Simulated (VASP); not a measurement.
Write the native input for VASP 6.6.1 that does the following.

| Property | Result |
| --- | --- |
| Task | single point |
| Functional | LDA |
| Potentials or basis | VASP PAW LDA potentials, release 64 (Si, W_sv) |
| Cutoff | 520 eV |
| k mesh | 20 × 20 × 20 |
| Occupations | gaussian, width 0.15 eV |
| Spin | no spin polarisation |
| Dipole correction | no |
| Further INCAR settings | ALGO = Normal; EDIFF = 1e-07; NBANDS = 18 |

The structure of Si2W lies in POSCAR:

```
Si2W
1.0
   -1.6253902266      1.6253902266      3.7322210384
    1.6253902266     -1.6253902266      3.7322210384
    1.6253902266      1.6253902266     -3.7322210384
Si W
2 1
Direct
    0.3346644983      0.3346644983      0.0000000000
    0.6653355017      0.6653355017      0.0000000000
    0.0000000000      0.0000000000      0.0000000000
```

One way to write it, as run:

INCAR

```
  PREC = Accurate
  ENCUT = 520
  EDIFF = 1E-7
  ISMEAR = 0
  SIGMA = 0.15
  LREAL = F
  LASPH = T
  NELM = 100
  ALGO = Normal
  ISIF = 2
  LWAVE = F
  LCHARG = F
  NBANDS = 18
```

KPOINTS

```
regular mesh
0
Gamma
  20 20 20
```

Potentials or basis: VASP PAW LDA potentials, release 64 (Si, W_sv).

The run is started by

```console
$ cat potpaw_LDA.64/Si/POTCAR potpaw_LDA.64/W_sv/POTCAR > POTCAR
$ mpirun -np 1 vasp_std > vasp.out
```

Results of the run:

```yaml
Pressure: 3.1 GPa
Largest_force: 0.014 eV/Å
Band_gap_on_the_k_mesh: zero (bands 11 and 12 overlap by 0.93 eV)
```

Caveat: the stress differs along the axes, from -7 to 23 GPa; spin-orbit coupling is left out, which moves the levels of the heavy elements.

Wall time 4.6 min on 1 thread of Intel(R) Xeon(R) 6975P-C (Granite Rapids) (shared host), peak memory 0.51 GiB.
